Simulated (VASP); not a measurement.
## In3Se: single point with PBEsol

Crystal: In3Se.

```
CELL_PARAMETERS angstrom
4.67120 0.00000 0.00000
0.00000 4.67120 0.00000
0.00000 0.00000 4.67120
ATOMIC_POSITIONS crystal
In 0.50000 0.50000 0.00000
In 0.50000 0.00000 0.50000
In 0.00000 0.50000 0.50000
Se 0.00000 0.00000 0.00000
```

- Program: VASP 6.6.1
- Task: single point
- Functional: PBEsol
- Potentials or basis: VASP PAW PBE potentials, release 64 (In_d, Se)
- Cutoff: 520 eV
- k mesh: 6 × 6 × 6
- Occupations: fermi-dirac, width 0.05 eV
- Spin: no spin polarisation
- Dipole correction: no
- Further INCAR settings: ALGO = Normal; EDIFF = 1e-06; NBANDS = 30

The pressure is 0.0 GPa and the band gap on the k mesh is zero (an odd number of electrons rules out a gap without spin polarisation).

Levels at points of the mesh, in eV from the Fermi level:
```
           k point  band 20  band 21  band 22  band 23  band 24  band 25  band 26  band 27
(0.00, 0.00, 0.00)    -3.65    -2.14    -2.14     1.14     1.14     1.14     4.33     4.33
(0.50, 0.00, 0.00)    -2.73    -1.46    -1.14    -0.27    -0.27     1.21     3.96     3.96
(0.50, 0.50, 0.00)    -2.17    -1.04    -0.62    -0.62     1.53     1.69     1.69     1.91
(0.50, 0.50, 0.50)    -4.46    -4.46    -4.46    -3.57     3.24     3.24     3.24     8.40
```

It took 36 s on 1 thread of Intel(R) Xeon(R) Platinum 8488C (Sapphire Rapids), with other jobs on the host, peak memory 0.22 GiB.

Caveat: the PAW data sets were made with another functional, which shifts forces and pressure a little; spin-orbit coupling is left out, which moves the levels of the heavy elements.
